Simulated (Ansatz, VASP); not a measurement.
**HfN: VASP beside Ansatz**

File INCAR:

```
ALGO = Normal ; EDIFF = 1E-7
ENCUT = 520 ; GGA = PS
ISIF = 2 ; ISMEAR = -1
LASPH = T ; LCHARG = F
LREAL = F ; LWAVE = F
NBANDS = 23 ; NELM = 100
PREC = Accurate ; SIGMA = 0.15
```

File KPOINTS:

```
k-points
0
Gamma
  9 9 5
```

File POSCAR:

```
HfN
1.0
    3.1339080000      0.0000000000      0.0000000000
   -1.5669540000      2.7140440000      0.0000000000
    0.0000000000      0.0000000000      5.4167680000
Hf N
2 2
Direct
    0.6666666667      0.3333333333      0.7500000000
    0.3333333333      0.6666666667      0.2500000000
    0.0000000000      0.0000000000      0.0018461193
    0.0000000000      0.0000000000      0.5000000000
```

Input for Ansatz:

```yaml
crystal:
  lattice:
    - [3.133908, 0.0, 0.0]
    - [-1.566954, 2.714044, 0.0]
    - [0.0, 0.0, 5.416768]
  atoms:
    - { symbol: Hf, position: [0.6666666666666666, 0.3333333333333333, 0.75] }
    - { symbol: Hf, position: [0.3333333333333333, 0.6666666666666666, 0.25] }
    - { symbol: "N", position: [0.0, 0.0, 0.00184611930952184] }
    - { symbol: "N", position: [0.0, 0.0, 0.5] }
kpoints:
  mp_grid:
    grid: [9, 9, 5]
hamiltonian:
  xc: pbesol
scf:
  occupations:
    method: fermi_dirac
    width: 0.15
output:
  forces: true
```

Alike in both runs: task single point; functional PBEsol; k mesh 9 × 9 × 5; occupations fermi-dirac, width 0.15 eV; no spin polarisation.

|  | VASP | Ansatz |
| --- | --- | --- |
| version | VASP 6.6.1 | Ansatz 0.2.0 |
| potentials or method | VASP PAW PBE potentials, release 64 (Hf_pv, N) | plane waves, PAW |
| plane-wave cutoff (eV) | 520 | 420 |
| valence electrons in the cell | 30 | 62 |

|  | VASP | Ansatz | Ansatz less VASP |
| --- | --- | --- | --- |
| rms of the force components (eV/Å) | 0.053 | 0.053 | 0.0000 |

VASP's potentials were made for PBE, not for PBEsol. Atom by atom the forces differ by 0.000 eV/Å (rms over components). VASP's potentials hold 30 valence electrons a cell and Ansatz's 62, so a difference there can come from the potentials and not from the codes.

Neither program's run includes spin-orbit coupling.
